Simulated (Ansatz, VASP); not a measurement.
Al3Cu: VASP beside Ansatz

```
Al Cu
1.0
     3.94553    0.47439    0.47439
     0.47439    3.94553    0.47439
     0.47439    0.47439    3.94553
Al Cu
3 1
Direct
  0.00000 0.50000 0.50000
  0.50000 0.00000 0.50000
  0.50000 0.50000 0.00000
  0.00000 0.00000 0.00000
```

Alike in both runs: task single point; functional PBEsol; k mesh 14 × 14 × 14; occupations gaussian, width 0.15 eV; no spin polarisation.

```csv
,VASP,Ansatz
version,VASP 6.6.1,Ansatz 0.2.0
potentials or method,"VASP PAW PBE potentials, release 64 (Al, Cu), cutoff 520 eV","scalar-relativistic, plane waves, PAW"
valence electrons in the cell,20,28
```

```tsv
	VASP	Ansatz	Ansatz less VASP
gap on the k mesh at the Fermi level (eV)	none	none	-
pressure (GPa)	11.5	13.6	+2.11
traceless stress, the component that is largest in VASP (GPa)	-10.78	-10.63	+0.153
```

VASP's potentials were made for PBE, not for PBEsol. A gap of «none» marks a metal or a gap that the smearing closes. With one functional, cell and mesh, what is left measures potentials, basis and numerics. VASP's potentials hold 20 valence electrons a cell and Ansatz's 28, so a difference there can come from the potentials and not from the codes.
